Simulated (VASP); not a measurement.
Set up this calculation in VASP 6.6.1, as the native input.

```yaml
Task: single point
Functional: PBE
Potentials_or_basis: VASP PAW PBE potentials, release 64 (Cd, Se)
Cutoff: 520 eV
k_mesh: 1 × 1 × 25
Occupations: gaussian, width 0.05 eV
Spin: collinear spin, ferromagnetic start
Starting_moments: "[0.5, 0.5] μB"
Dipole_correction: no
Further_INCAR_settings: ALGO = Normal; EDIFF = 1e-06; NBANDS = 20
```

The structure of CdSe lies in POSCAR:

```
CdSe
1.0
   11.2000000000      0.0000000000      0.0000000000
    0.0000000000      9.3000000000      0.0000000000
    0.0000000000      0.0000000000      2.6702532438
Cd Se
1 1
Direct
    0.3843090456      0.5000000000      0.0000000000
    0.6156909544      0.5000000000      0.5000000000
```

These files were run (other wordings do the same):

INCAR

```
SYSTEM = CdSe
PREC = Accurate
ENCUT = 520
EDIFF = 1E-6
ISMEAR = 0
SIGMA = 0.05
LREAL = .FALSE.
LASPH = .TRUE.
NELM = 150
ALGO = Normal
ISIF = 2
LWAVE = .FALSE.
LCHARG = .FALSE.
ISPIN = 2
MAGMOM = 0.5 0.5
LORBIT = 11
GGA = PE
NBANDS = 20
```

KPOINTS

```
Automatic mesh
0
G
  1 1 25
  0 0 0
```

Potentials or basis: VASP PAW PBE potentials, release 64 (Cd, Se).

Run with:

```bash
$ cat potpaw_PBE.64/Cd/POTCAR potpaw_PBE.64/Se/POTCAR > POTCAR
$ mpirun -np 1 vasp_std > vasp.out
```

Results of the run:

```
Largest force                                         : 0.017 eV/Å
Band gap on the k mesh                                : zero (filled and empty bands overlap)
Net moment                                            : 0.00 μB per cell
Valence electrons inside the program's atomic spheres : Cd 10.32; Se 3.69
```

It took 88 s on 1 thread of Intel(R) Xeon(R) 6975P-C (Granite Rapids), with other jobs on the host, peak memory 0.45 GiB.
